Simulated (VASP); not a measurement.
A run of VASP 6.6.1 is set up as follows.

The input INCAR:

```
PREC = Accurate ; ENCUT = 520
EDIFF = 1E-6 ; ISMEAR = 0
SIGMA = 0.01 ; LREAL = False
LASPH = True ; NELM = 60
ALGO = Normal ; ISIF = 2
LWAVE = False ; LCHARG = False
GGA = PS ; NBANDS = 26
```

KPOINTS

```
Automatic mesh
0
Gamma
  6 6 4
```

POSCAR

```
CdSe
1.0
    4.3055731906      0.0000000000      0.0000000000
    0.0000000000      4.3055731906      0.0000000000
    0.0000000000      0.0000000000      6.0701402112
Cd Se
2 2
Direct
    0.0000000000      0.0000000000      0.0000000000
    0.5000000000      0.5000000000      0.5000000000
    0.5000000000      0.0000000000      0.2500000000
    0.0000000000      0.5000000000      0.7500000000
```

Potentials or basis: VASP PAW PBE potentials, release 64 (Cd, Se).

The run is started by

```sh
$ cat potpaw_PBE.64/Cd/POTCAR potpaw_PBE.64/Se/POTCAR > POTCAR
$ mpirun -np 1 vasp_std > vasp.out
```

**Question.** Predict the band gap on the k mesh.

**Answer.** 0.48 eV.

**Question.** Predict the pressure.

**Answer.** 0.3 GPa.

Caveat: the PAW data sets were made with another functional, which shifts forces and pressure a little.
